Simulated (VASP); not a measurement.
Runs of VASP 6.6.1 on Mg. The structure is that of space group Im-3m (No. 229), or close to it. The cells are those of the table. 

```tsv
task	cell	gap on the mesh (eV)	pressure (GPa)
single point	a = 2.557 Å, angles 109.5°, 1 atom	none	61.4
single point	a = 2.583 Å, angles 109.5°, 1 atom	none	54.9
electric field gradients	a = 2.591 Å, angles 109.5°, 1 atom	none	(a)
electric field gradients	a = 2.540 Å, angles 109.5°, 1 atom	none	66.2
single point	a = 2.523 Å, angles 109.5°, 1 atom	none	71.4
electric field gradients	a = 2.506 Å, angles 109.5°, 1 atom	none	(b)
single point	a = 2.608 Å, angles 109.5°, 1 atom	none	49.1
electric field gradients	a = 2.557 Å, angles 109.5°, 1 atom	none	61.4
electric field gradients	a = 2.583 Å, angles 109.5°, 1 atom	none	54.9
single point	a = 2.505 Å, angles 109.5°, 1 atom	none	77.0
electric field gradients	a = 2.608 Å, angles 109.5°, 1 atom	none	49.1
electric field gradients	a = 2.566 Å, angles 109.5°, 1 atom	none	59.2
```

Alike in all rows: level PBEsol; potentials or basis VASP PAW PBE potentials, release 64 (Mg); no spin polarisation; k mesh 16 × 16 × 16; cutoff (eV) 520; smearing fermi-dirac 0.05 eV.

Question: Fill in the values left out.

Answer: (a) 52.9; (b) 76.8.

Caveats: the PAW data sets were made with another functional, which shifts forces and pressure a little.

A gap of «none» marks levels without a gap at the run's occupations.
